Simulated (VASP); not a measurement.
Wanted: the native input for a VASP 6.6.1 run.

| Quantity | Value |
| --- | --- |
| Task | single point |
| Functional | PBEsol |
| Dispersion | D3(BJ) |
| Potentials or basis | VASP PAW PBE potentials, release 64 (Al) |
| Cutoff | 520 eV |
| k mesh | 18 × 18 × 6 |
| Occupations | gaussian, width 0.15 eV |
| Spin | no spin polarisation |
| Dipole correction | no |
| Further INCAR settings | ALGO = Normal; EDIFF = 1e-06; NBANDS = 14 |

The structure of Al lies in POSCAR:

```
Al
1.0
    2.8941228826      0.0000000000      0.0000000000
   -1.4470614413      2.5063839380      0.0000000000
    0.0000000000      0.0000000000      9.1251694488
Al
4
Direct
    0.0000000000      0.0000000000      0.0000000000
    0.3333333333      0.6666666667      0.2500000000
    0.0000000000      0.0000000000      0.5000000000
    0.6666666667      0.3333333333      0.7500000000
```

This cell differs from its parent crystal: volume 16.548 Å^3 an atom, c/a of the conventional cell 3.1530.

The input as run:

INCAR

```
SYSTEM = Al
ALGO = Normal
EDIFF = 1E-6
ENCUT = 520
GGA = PS
ISIF = 2
ISMEAR = 0
IVDW = 12
LASPH = .True.
LCHARG = .False.
LREAL = .False.
LWAVE = .False.
NBANDS = 14
NELM = 60
PREC = Accurate
SIGMA = 0.15
```

KPOINTS

```
k-points
0
Gamma
  18 18 6
  0 0 0
```

Potentials or basis: VASP PAW PBE potentials, release 64 (Al).

Launch:

```sh
$ cat potpaw_PBE.64/Al/POTCAR > POTCAR
$ mpirun -np 1 vasp_std > vasp.out
```

It gave:

* Pressure: -4.4 GPa
* Band gap on the k mesh: zero (band 6 reaches 12.27 eV, above the bottom of band 7 at 6.27 eV)
* Dispersion energy per atom: -0.317 eV

Caveat: the PAW data sets were made with another functional, which shifts forces and pressure a little; pairwise dispersion overbinds metals, which lowers pressure and volume.

Wall time 3.6 min on 1 thread of AMD EPYC 7R13 (shared host), peak memory 0.23 GiB.
